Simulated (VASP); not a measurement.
# SnSe (P6_3mc) in VASP: single point with PBEsol

Aim: the single point of SnSe with PBEsol.

Program: VASP 6.6.1. These are calculated values, not measurements. Logs are shortened: lines on timing, memory, paths and dates and some standing lists are left out, and cuts for length are marked.

## Step 1: The cell of the first run

It takes space group P6_3mc (No. 186, hexagonal). Conventional cell: a = 5.057 Å, b = 5.057 Å, c = 5.897 Å, α = 90.00°, β = 90.00°, γ = 120.00°. Within 3.8 Å of Sn (site symmetry 3m) lie 5 Se at 2.92 to 2.96 Å. Within 3.8 Å of Se (site symmetry 3m) lie 5 Sn at 2.92 to 2.96 Å.

## Step 2: Single point, PBEsol

INCAR

```
SYSTEM = SnSe
PREC = Accurate
ENCUT = 520
EDIFF = 1E-6
ISMEAR = -1
SIGMA = 0.01
LREAL = .FALSE.
LASPH = .TRUE.
NELM = 100
ALGO = Normal
ISIF = 2
LWAVE = .FALSE.
LCHARG = .FALSE.
GGA = PS
NBANDS = 28
```

KPOINTS

```
Automatic mesh
0
G
  4 4 3
  0 0 0
```

POSCAR

```
SnSe
1.0
    5.0566491979      0.0000000000      0.0000000000
   -2.5283245989      4.3791866634      0.0000000000
    0.0000000000      0.0000000000      5.8966470253
Sn Se
2 2
Direct
    0.3333333333      0.6666666667     -0.0618012130
    0.6666666667      0.3333333333      0.4381987870
    0.3333333333      0.6666666667      0.4368012130
    0.6666666667      0.3333333333      0.9368012130
```

Potentials or basis: VASP PAW PBE potentials, release 64 (Sn_d, Se).

On the command line:

```console
$ cat potpaw_PBE.64/Sn_d/POTCAR potpaw_PBE.64/Se/POTCAR > POTCAR
$ mpirun -np 1 vasp_std > vasp.out
```

OUTCAR:

```text
SYSTEM = SnSe
   PREC = Accurate
   ENCUT = 520
   EDIFF = 1E-6
   ISMEAR = -1
   LREAL = .FALSE.
   LASPH = .TRUE.
   NELM = 100
   ISIF = 2
   GGA = PS

 ion  position               nearest neighbor table
   1  0.333  0.667  0.938-   4 2.92   4 2.92   4 2.92   3 2.94   3 2.96
   2  0.667  0.333  0.438-   3 2.92   3 2.92   3 2.92   4 2.94   4 2.96
   3  0.333  0.667  0.437-   2 2.92   2 2.92   2 2.92   1 2.94   1 2.96
   4  0.667  0.333  0.937-   1 2.92   1 2.92   1 2.92   2 2.94   2 2.96

  LATTYP: Found a hexagonal cell.
 ALAT       =     5.0566491979
 C/A-ratio  =     1.1661174811

  Lattice vectors:

 A1 = (   5.0566491979,   0.0000000000,   0.0000000000)
 A2 = (  -2.5283245989,   4.3791866634,   0.0000000000)
 A3 = (   0.0000000000,   0.0000000000,   5.8966470253)

Analysis of symmetry for initial positions (statically):
=====================================================================
 Subroutine PRICEL returns:
 Original cell was already a primitive cell.

 Routine SETGRP: Setting up the symmetry group for a
 hexagonal supercell.

 Subroutine GETGRP returns: Found 12 space group operations
 (whereof  6 operations were pure point group operations)
 out of a pool of 24 trial point group operations.

The static configuration has the point symmetry C_3v.
 The point group associated with its full space group is C_6v.

Analysis of symmetry for dynamics (positions and initial velocities):
=====================================================================
 Subroutine PRICEL returns:
 Original cell was already a primitive cell.

 Routine SETGRP: Setting up the symmetry group for a
 hexagonal supercell.

 Subroutine GETGRP returns: Found 12 space group operations
 (whereof  6 operations were pure point group operations)
 out of a pool of 24 trial point group operations.

The dynamic configuration has the point symmetry C_3v.
 The point group associated with its full space group is C_6v.

 Subroutine INISYM returns: Found 12 space group operations
 (whereof  6 operations are pure point group operations),
 and found     1 'primitive' translations

----------------------------------------------------------------------------------------

                                     Primitive cell

  volume of cell :     130.5754

  direct lattice vectors                    reciprocal lattice vectors
     5.056649198  0.000000000  0.000000000     0.197759418  0.114176453  0.000000000
    -2.528324599  4.379186663  0.000000000     0.000000000  0.228352906  0.000000000
     0.000000000  0.000000000  5.896647025     0.000000000  0.000000000  0.169587902

  length of vectors
     5.056649198  5.056649198  5.896647025     0.228352906  0.228352906  0.169587902

  position of ions in fractional coordinates (direct lattice)
     0.333333333  0.666666667  0.938198787
     0.666666667  0.333333333  0.438198787
     0.333333333  0.666666667  0.436801213
     0.666666667  0.333333333  0.936801213

  ion indices of the primitive-cell ions
   primitive index   ion index
                 1           1
                 2           2
                 3           3
                 4           4

----------------------------------------------------------------------------------------

 KPOINTS: Automatic mesh

Automatic generation of k-mesh.
 Grid dimensions read from file:
 generate k-points for:    4    4    3

 Generating k-lattice:

  Cartesian coordinates                     Fractional coordinates (reciprocal lattice)
     0.049439854  0.028544113  0.000000000     0.250000000 -0.000000000  0.000000000
     0.000000000  0.057088226  0.000000000     0.000000000  0.250000000  0.000000000
     0.000000000  0.000000000  0.056529301     0.000000000  0.000000000  0.333333333

  Length of vectors
     0.057088226  0.057088226  0.056529301

  Shift w.r.t. Gamma in fractional coordinates (k-lattice)
     0.000000000  0.000000000  0.000000000

 Subroutine IBZKPT returns following result:
 ===========================================

 Found      8 irreducible k-points:

 Following reciprocal coordinates:
            Coordinates               Weight
  0.000000  0.000000  0.000000      1.000000
  0.250000 -0.000000  0.000000      6.000000
  0.500000 -0.000000  0.000000      3.000000
  0.250000  0.250000  0.000000      6.000000
  0.000000  0.000000  0.333333      2.000000
  0.250000 -0.000000  0.333333     12.000000
  0.500000 -0.000000  0.333333      6.000000
  0.250000  0.250000  0.333333     12.000000
   k-points           NKPTS =      8   k-points in BZ     NKDIM =      8   number of bands    NBANDS=     28
   number of dos      NEDOS =    301   number of ions     NIONS =      4
   total plane-waves  NPLWV =  76800
   dimension x,y,z NGX =    40 NGY =   40 NGZ =   48
   dimension x,y,z NGXF=    80 NGYF=   80 NGZF=   96
   ions per type =               2   2
   NGX,Y,Z   is equivalent  to a cutoff of  13.15, 13.15, 13.53 a.u.
   NGXF,Y,Z  is equivalent  to a cutoff of  26.30, 26.30, 27.07 a.u.
 SYSTEM =  SnSe
   PREC   = accura    normal or accurate (medium, high low for compatibility)
   ISTART =      0    job   : 0-new  1-cont  2-samecut
   ICHARG =      2    charge: 1-file 2-atom 10-const
   ISPIN  =      1    spin polarized calculation?
   LNONCOLLINEAR =      F non collinear calculations
   LSORBIT =      F    spin-orbit coupling
   LASPH  =      T    aspherical Exc in radial PAW
   ENCUT  =  520.0 eV  38.22 Ry    6.18 a.u.   9.40  9.40 10.96*2*pi/ulx,y,z
   NELM   =    100;   NELMIN=  2; NELMDL= -5     # of ELM steps
   EDIFF  = 0.1E-05   stopping-criterion for ELM
   LREAL  =      F    real-space projection
   EDIFFG = 0.1E-04   stopping-criterion for IOM
   NSW    =      0    number of steps for IOM
   IBRION =     -1    ionic relax: 0-MD 1-quasi-New 2-CG
   NFREE  =      0    steps in history (QN), initial steepest desc. (CG)
   ISIF   =      2    stress and relaxation
   ISYM   =      2    0-nonsym 1-usesym 2-fastsym
   POTIM  = 0.5000    time-step for ionic-motion
   TEBEG  =    0.0;   TEEND  =   0.0 temperature during run
   PSTRESS=    0.0 pullay stress
   NELECT =      40.0000    total number of electrons
   NUPDOWN=      -1.0000    fix difference up-down
   EMIN   =  10.00;   EMAX   =-10.00  energy-range for DOS
   EFERMI =   0.00;   METHOD = LEGACY
   ISMEAR =    -1;   SIGMA  =   0.01  broadening in eV -4-tet -1-fermi 0-gaus
   EFERMI_NEDOS =   21; number of points for ismear=-14 and -15
   IALGO  =     38    algorithm
   IMIX   =      4    mixing-type and parameters
     AMIX     =   0.40;   BMIX     =  1.00
     AMIX_MAG =   1.60;   BMIX_MAG =  1.00
  volume/ion in A,a.u.               =      32.64       220.29
  Fermi-wavevector in a.u.,A,eV,Ry     =   1.103590  2.085482 16.570679  1.217911
  Thomas-Fermi vector in A             =   2.240050
   LORBIT       =      0    0 simple, 1 ext, 2 COOP (PROOUT), +10 PAW based schemes
   GGA     = PS    functional components
   LHFCALC =     F    Hartree Fock is set to
   AEXX    =    0.0000 exact exchange contribution
   IVDW    =     0    specifies the selected vdW correction
   LEPSILON=     F    determine dielectric tensor
   LRPA    =     F    only Hartree local field effects (RPA)
 non-spin polarized calculation
  energy-cutoff  :      520.00
  volume of cell :      130.58
 maximum number of plane-waves:      3561
 NGX is ok and might be reduce to    40
   NGX = 19   NGY = 19   NGZ = 21

 number of electron      40.0000000 magnetization

 Free energy of the ion-electron system (eV)
  ---------------------------------------------------
  ext. energy  EPLUGINS =         0.00000000
  ---------------------------------------------------
  free energy    TOTEN  =       -17.44936637 eV

  energy without entropy =      -17.44936637  energy(sigma->0) =      -17.44936637

 E-fermi :   3.8748     XC(G=0):  -8.6805

 val. band max:        3.6078753423   @ k =   0.2500   0.2500   0.3333
 cond. band min:       4.9116009180   @ k =   0.2500  -0.0000   0.0000
 fundamental gap:      1.3037255758
 Fermi energy:         3.8747700318

 k-point     1 :       0.0000    0.0000    0.0000
  band No.  band energies     occupation
      1     -17.5886      2.00000
      2     -17.5886      2.00000
      3     -17.5879      2.00000
      4     -17.5879      2.00000
      5     -17.5741      2.00000
      6     -17.5558      2.00000
[... 20 lines left out ...]
     27       9.4490      0.00000
     28       9.4490      0.00000

 k-point     2 :       0.2500   -0.0000    0.0000
  band No.  band energies     occupation
      1     -17.5949      2.00000
      2     -17.5894      2.00000
      3     -17.5883      2.00000
      4     -17.5848      2.00000
      5     -17.5643      2.00000
      6     -17.5571      2.00000
[... 20 lines left out ...]
     27       9.2894      0.00000
     28      10.2454      0.00000

 k-point     3 :       0.5000   -0.0000    0.0000
  band No.  band energies     occupation
      1     -17.5984      2.00000
      2     -17.5911      2.00000
      3     -17.5874      2.00000
      4     -17.5824      2.00000
      5     -17.5582      2.00000
      6     -17.5550      2.00000
[... 20 lines left out ...]
     27       9.4011      0.00000
     28       9.5806      0.00000

 k-point     4 :       0.2500    0.2500    0.0000
  band No.  band energies     occupation
      1     -17.5961      2.00000
      2     -17.5929      2.00000
      3     -17.5880      2.00000
      4     -17.5822      2.00000
      5     -17.5590      2.00000
      6     -17.5553      2.00000
[... 20 lines left out ...]
     27       9.3328      0.00000
     28       9.8442      0.00000

 k-point     5 :       0.0000    0.0000    0.3333
  band No.  band energies     occupation
      1     -17.5895      2.00000
      2     -17.5895      2.00000
      3     -17.5894      2.00000
      4     -17.5894      2.00000
      5     -17.5638      2.00000
      6     -17.5500      2.00000
[... 20 lines left out ...]
     27       8.8744      0.00000
     28      10.4994      0.00000

 k-point     6 :       0.2500   -0.0000    0.3333
  band No.  band energies     occupation
      1     -17.5922      2.00000
      2     -17.5898      2.00000
      3     -17.5883      2.00000
      4     -17.5866      2.00000
      5     -17.5589      2.00000
      6     -17.5526      2.00000
[... 20 lines left out ...]
     27      10.1435      0.00000
     28      10.4950      0.00000

 k-point     7 :       0.5000   -0.0000    0.3333
  band No.  band energies     occupation
      1     -17.5941      2.00000
      2     -17.5905      2.00000
      3     -17.5866      2.00000
      4     -17.5843      2.00000
      5     -17.5548      2.00000
      6     -17.5540      2.00000
[... 20 lines left out ...]
     27       9.6810      0.00000
     28       9.8451      0.00000

 k-point     8 :       0.2500    0.2500    0.3333
  band No.  band energies     occupation
      1     -17.5927      2.00000
      2     -17.5912      2.00000
      3     -17.5871      2.00000
      4     -17.5843      2.00000
      5     -17.5549      2.00000
      6     -17.5536      2.00000
[... 20 lines left out ...]
     27       9.5779      0.00000
     28       9.7012      0.00000

------------------------ aborting loop because EDIFF is reached ----------------------------------------

  FORCE on cell =-STRESS in cart. coord.  units (eV):
  Direction    XX          YY          ZZ          XY          YZ          ZX
  --------------------------------------------------------------------------------------
  -------------------------------------------------------------------------------------
  Total        0.0312366      0.0312366      0.0381050      0.0000000      0.0000000      0.0000000
  in kB        0.3832770      0.3832770      0.4675531      0.0000000      0.0000000      0.0000000
  external PRESSURE =       0.4113690 kB  Pullay stress =       0.0000000 kB

 VOLUME and BASIS-vectors are now :
 -----------------------------------------------------------------------------
  energy-cutoff  :      520.00
  volume of cell :      130.58
      direct lattice vectors                 reciprocal lattice vectors
     5.056649198  0.000000000  0.000000000     0.197759418  0.114176453  0.000000000
    -2.528324599  4.379186663  0.000000000     0.000000000  0.228352906  0.000000000
     0.000000000  0.000000000  5.896647025     0.000000000  0.000000000  0.169587902

 POSITION                                       TOTAL-FORCE (eV/Angst)
 -----------------------------------------------------------------------------------
     -0.00000      2.91946      5.53223         0.000000      0.000000     -0.006235
      2.52832      1.45973      2.58390        -0.000000     -0.000000     -0.006235
     -0.00000      2.91946      2.57566        -0.000000      0.000000      0.006235
      2.52832      1.45973      5.52399         0.000000     -0.000000      0.006235
 -----------------------------------------------------------------------------------
    total drift:                               -0.000000      0.000000      0.000281

  FREE ENERGIE OF THE ION-ELECTRON SYSTEM (eV)
  ---------------------------------------------------
  free  energy   TOTEN  =       -17.4493663683 eV

  energy  without entropy=      -17.4493663683  energy(sigma->0) =      -17.44936637
```

It took 57 s on 1 thread of Intel Xeon 8259CL, shared host; peak memory 0.26 GiB.

What came out:

```
Free energy            : -17.4494 eV
Pressure               : 0.0 GPa
Largest force          : 0.006 eV/Å
Band gap on the k mesh : 1.30 eV, indirect (least direct gap 1.53 eV)
```

Forces on the atoms (eV/Å):
```
Sn   0.000  0.000 -0.006
Sn   0.000  0.000 -0.006
Se   0.000  0.000  0.006
Se   0.000  0.000  0.006
```

Levels at points of the mesh, in eV from the valence-band top:
| k point | band 16 | band 17 | band 18 | band 19 | band 20 | band 21 | band 22 | band 23 | band 24 | band 25 |
| --- | --- | --- | --- | --- | --- | --- | --- | --- | --- | --- |
| (0.00, 0.00, 0.00) | -3.42 | -3.42 | -2.08 | -1.94 | -1.94 | 1.37 | 1.37 | 3.13 | 3.13 | 4.75 |
| (0.50, 0.00, 0.00) | -4.05 | -3.25 | -2.26 | -2.12 | -0.32 | 2.51 | 3.38 | 3.79 | 4.26 | 4.93 |

Caveat: the PAW data sets were made with another functional, which shifts forces and pressure a little; spin-orbit coupling is left out, which moves the levels of the heavy elements. A k mesh can miss the band edges.
